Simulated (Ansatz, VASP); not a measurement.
# One calculation of WC, two programs

The input INCAR:

```
PREC = Accurate
ENCUT = 520
EDIFF = 1E-7
ISMEAR = 0
SIGMA = 0.15
LREAL = False
LASPH = True
NELM = 100
ALGO = Normal
ISIF = 2
LWAVE = False
LCHARG = True
GGA = PS
LELF = True
LVHAR = True
NBANDS = 46
```

KPOINTS

```
Automatic mesh
0
Gamma
  14 14 14
```

File POSCAR:

```
WC
1.0
    4.3453707484      0.0000000000      0.0000000000
    0.0000000000     -4.3453707484      0.0000000000
    0.0000000000      0.0000000000     -4.3453707484
W C
4 4
Direct
    0.0000000000      1.0000000000      1.0000000000
    0.5000000000      0.5000000000      1.0000000000
    0.5000000000      1.0000000000      0.5000000000
    0.0000000000      0.5000000000      0.5000000000
    0.5000000000      0.0000000000      0.0000000000
    0.0000000000      0.5000000000      0.0000000000
    0.0000000000      0.0000000000      0.5000000000
    0.5000000000      0.5000000000      0.5000000000
```

Input for Ansatz:

```yaml
crystal:
  lattice:
    - [4.3453707486, 0.0, 0.0]
    - [0.0, -4.3453707486, 0.0]
    - [0.0, 0.0, -4.3453707486]
  atoms:
    - { symbol: W, position: [0.0, 0.0, 0.0] }
    - { symbol: W, position: [0.5, 0.5, 0.0] }
    - { symbol: W, position: [0.5, 0.0, 0.5] }
    - { symbol: W, position: [0.0, 0.5, 0.5] }
    - { symbol: C, position: [0.5, 0.0, 0.0] }
    - { symbol: C, position: [0.0, 0.5, 0.0] }
    - { symbol: C, position: [0.0, 0.0, 0.5] }
    - { symbol: C, position: [0.5, 0.5, 0.5] }
basis:
  ecutwfc: 420
kpoints:
  mp_grid: { grid: [14, 14, 14] }
hamiltonian:
  xc: pbesol
scf:
  occupations: { method: gaussian, width: 0.15 }
output:
  forces: true
  stress: true
  eigenvalues: true
  write_density: true
  write_potential: true
  elf: true
  volumetric_format: npy
```

Alike in both runs: task single point; functional PBEsol; k mesh 14 × 14 × 14; occupations gaussian, width 0.15 eV; no spin polarisation.

|  | VASP | Ansatz |
| --- | --- | --- |
| version | VASP 6.6.1 | Ansatz 0.2.0 |
| potentials or method | VASP PAW PBE potentials, release 64 (W_sv, C), cutoff 520 eV | scalar-relativistic, plane waves, PAW |
| valence electrons in the cell | 72 | 72 |

```tsv
	VASP	Ansatz	Ansatz less VASP
gap on the k mesh at the Fermi level (eV)	none	none	-
pressure (GPa)	1.1	0.0	-1.12
```

VASP's potentials were made for PBE, not for PBEsol. A gap of «none» marks a metal or a gap that the smearing closes. With one functional, cell and mesh, what is left measures potentials, basis and numerics.

Neither program's run includes spin-orbit coupling.
